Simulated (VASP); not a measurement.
Input of a VASP 6.6.1 run:

INCAR

```
PREC = Accurate
ENCUT = 520
EDIFF = 1E-8
ISMEAR = -1
SIGMA = 0.15
LREAL = False
LASPH = True
NELM = 60
ALGO = Fast
ISIF = 2
LWAVE = False
LCHARG = False
GGA = CA
NBANDS = 32
IBRION = 8
NSW = 1
```

Contents of KPOINTS:

```
Automatic mesh
0
Gamma
  12 12 12
```

POSCAR

```
Ta3Ru
1.0
    0.0000000000      3.1945872501      3.1945872501
    3.1945872501      0.0000000000      3.1945872501
    3.1945872501      3.1945872501      0.0000000000
Ta Ru
3 1
Direct
    0.2500000000      0.2500000000      0.2500000000
    0.7500000000      0.7500000000      0.7500000000
    0.5000000000      0.5000000000      0.5000000000
    0.0000000000      0.0000000000      0.0000000000
```

Potentials or basis: VASP PAW LDA potentials, release 64 (Ta_pv, Ru_pv).

Run with:

```bash
$ cat potpaw_LDA.64/Ta_pv/POTCAR potpaw_LDA.64/Ru_pv/POTCAR > POTCAR
$ mpirun -np 1 vasp_std > vasp.out
```

Task: Estimate the highest phonon frequency at Γ.

Result: 186 cm⁻¹.

Phonon frequencies in cm⁻¹ (negative: imaginary):
```tsv
q point	frequencies
(0.000, 0.000, 0.000)	0 0 0 158 158 158 180 180 180 186 186 186
```

Caveat: the cell stands under pressure or tension, which shifts response properties.
